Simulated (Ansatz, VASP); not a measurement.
## CaAuI3: VASP beside Ansatz

```
Ca Au I
1.0
     7.68443    0.00000    0.00000
     0.00000    7.68443    0.00000
     0.00000    0.00000    5.43371
Ca Au I
2 2 6
Direct
  0.00000 0.50000 0.50000
  0.50000 0.00000 0.50000
  0.50000 0.50000 0.00000
  0.00000 0.00000 0.00000
  0.78342 0.28342 0.00000
  0.71658 0.78342 0.00000
  0.50000 0.50000 0.50000
  0.21658 0.71658 0.00000
  0.28342 0.21658 0.00000
  0.00000 0.00000 0.50000
```

Alike in both runs: task single point; functional PBE; k mesh 2 × 2 × 4; occupations gaussian, width 0.1 eV; no spin polarisation.

|  | VASP | Ansatz |
| --- | --- | --- |
| version | VASP 6.6.1 | Ansatz 0.2.0 |
| potentials or method | VASP PAW PBE potentials, release 64 (Ca_sv, Au, I), cutoff 520 eV | scalar-relativistic, plane waves, PAW |
| valence electrons in the cell | 84 | 160 |

|  | VASP | Ansatz | Ansatz less VASP |
| --- | --- | --- | --- |
| gap on the k mesh at the Fermi level (eV) | none | none | - |
| pressure (GPa) | 6.3 | 6.4 | +0.10 |
| traceless stress, the component that is largest in VASP (GPa) | 0.86 | 0.87 | +0.007 |
| rms of the force components (eV/Å) | 0.229 | 0.232 | +0.0024 |

Atom by atom the forces differ by 0.002 eV/Å (rms over components). A gap of «none» marks a metal or a gap that the smearing closes. The functional is the same, so the differences come from potentials, cutoffs and numerics. VASP's potentials hold 84 valence electrons a cell and Ansatz's 160, so a difference there can come from the potentials and not from the codes.

The k mesh is coarse, so the values compare programs but aren't converged. Neither program's run includes spin-orbit coupling.
